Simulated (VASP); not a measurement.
TiSi16 (a cell with a defect): relaxation of the atoms with PBE

System: TiSi16 (a cell with a defect).

```xyz
17
Lattice="0.0000 5.4300 5.4300 5.4300 0.0000 5.4300 5.4300 5.4300 0.0000" Properties=species:S:1:pos:R:3 pbc="T T T"
Si    0.0000    0.0000    0.0000
Si    1.3575    1.3575    1.3575
Si    2.7150    2.7150    0.0000
Si    4.0725    4.0725    1.3575
Si    2.7150    0.0000    2.7150
Si    4.0725    1.3575    4.0725
Si    5.4300    2.7150    2.7150
Si    6.7875    4.0725    4.0725
Si    0.0000    2.7150    2.7150
Si    1.3575    4.0725    4.0725
Si    2.7150    5.4300    2.7150
Si    4.0725    6.7875    4.0725
Si    2.7150    2.7150    5.4300
Si    4.0725    4.0725    6.7875
Si    5.4300    5.4300    5.4300
Si    6.7875    6.7875    6.7875
Ti    8.7952    7.4324    7.4173
```

- Program: VASP 6.6.1
- Task: relaxation of the atoms
- Functional: PBE
- Potentials or basis: VASP PAW PBE potentials, release 64 (Si, Ti_sv)
- Cutoff: 450 eV
- k mesh: 2 × 2 × 2
- Occupations: gaussian, width 0.02 eV
- Spin: no spin polarisation
- Dipole correction: no
- Further INCAR settings: ALGO = Normal; EDIFF = 1e-07; IBRION = 2; EDIFFG = -0.03; NSW = 80

| Property | Result |
| --- | --- |
| Energy gained by relaxing | 193.2 meV/atom |
| Ionic steps | 52 |
| Pressure after relaxing | 4.0 GPa |
| Largest force after relaxing | 0.019 eV/Å |
| Band gap on the k mesh | zero (bands 38 and 39 overlap by 0.43 eV) |

Forces on the atoms (eV/Å):
```
Si   0.000  0.003  0.003
Si   0.001  0.004  0.005
Si   0.011 -0.006 -0.010
Si   0.000 -0.013  0.007
Si   0.009 -0.007 -0.004
Si  -0.001  0.006 -0.016
Si  -0.006  0.000  0.001
Si   0.000  0.001  0.001
Si   0.000 -0.009 -0.008
Si  -0.004  0.007  0.008
Si   0.002 -0.005  0.003
Si  -0.014  0.012 -0.005
Si   0.000  0.004 -0.006
Si  -0.010 -0.004  0.008
Si   0.005  0.010  0.015
Si   0.001 -0.004 -0.004
Ti   0.006  0.000  0.003
```

Stress tensor (GPa, compression positive):
```
 4.01  0.06  0.06
 0.06  4.01 -0.08
 0.06 -0.08  4.01
```

The path:
```csv
step,energy change (eV),largest force (eV/Å),pressure (GPa)
1,0.0000,3.9349,9.19
3,-1.3085,1.2573,7.50
5,-1.4081,0.5734,7.32
7,-1.4463,0.3575,7.21
9,-1.4717,0.2939,7.07
11,-1.5133,0.2920,6.89
13,-1.5360,0.6438,6.53
15,-1.6018,0.7392,5.94
17,-1.6310,1.0395,5.35
19,-1.7339,1.4874,4.42
21,-1.7412,1.4608,4.17
23,-1.8536,1.1510,3.18
25,-1.9589,2.1769,2.57
27,-2.2107,2.4345,2.37
29,-2.6165,0.8461,2.79
31,-2.7987,0.7155,3.02
33,-2.9507,0.7813,3.23
35,-3.0677,0.6170,3.36
37,-3.1400,0.7628,3.60
39,-3.2312,0.3899,3.90
41,-3.2669,0.2198,3.99
43,-3.2765,0.1286,3.98
45,-3.2811,0.0923,4.00
47,-3.2830,0.0897,4.01
49,-3.2843,0.0421,4.01
51,-3.2846,0.0325,4.01
52,-3.2848,0.0191,4.01
```

Final structure:
```
CELL_PARAMETERS angstrom
0.00000 5.43000 5.43000
5.43000 0.00000 5.43000
5.43000 5.43000 0.00000
ATOMIC_POSITIONS crystal
Si 0.99919 0.99990 0.00008
Si 0.13338 0.12394 0.12411
Si 0.01200 0.99239 0.49743
Si 0.13348 0.12387 0.61787
Si 0.01196 0.49729 0.99255
Si 0.13350 0.61771 0.12402
Si 0.01181 0.49737 0.49754
Si 0.13339 0.62185 0.62202
Si 0.51580 0.00000 0.00016
Si 0.63672 0.12069 0.12086
Si 0.51577 0.00015 0.48331
Si 0.63809 0.12574 0.61773
Si 0.51576 0.48315 0.00031
Si 0.63810 0.61758 0.12587
Si 0.50376 0.49837 0.49857
Si 0.63810 0.61773 0.61789
Ti 0.38669 0.87074 0.87092
```

Levels at points of the mesh, in eV from the Fermi level:
```tsv
k point	band 34	band 35	band 36	band 37	band 38	band 39	band 40	band 41
(0.00, 0.00, 0.00)	-1.00	-1.00	-1.00	-0.42	-0.42	-0.41	-0.11	-0.11
(0.50, 0.00, 0.00)	-1.99	-1.38	-1.38	-0.29	0.01	0.01	0.43	0.43
(0.00, 0.50, 0.00)	-1.98	-1.38	-1.38	-0.29	0.02	0.02	0.43	0.43
(0.00, 0.00, 0.50)	-1.98	-1.38	-1.38	-0.29	0.02	0.02	0.43	0.43
(0.50, 0.50, 0.50)	-1.99	-1.38	-1.37	-0.29	0.02	0.02	0.43	0.43
(0.50, 0.50, 0.00)	-2.02	-2.02	-1.89	-0.72	-0.05	0.55	0.56	1.09
(0.00, 0.50, 0.50)	-2.02	-2.02	-1.89	-0.72	-0.05	0.56	0.56	1.09
(0.50, 0.00, 0.50)	-2.02	-2.02	-1.89	-0.72	-0.05	0.55	0.56	1.09
```

Run time: 95 min on 1 thread of Oxide Virtual Turin-like Processor, on a shared host, peak memory 0.41 GiB.

Caveat: the k points lie up to 0.50 Å⁻¹ apart.
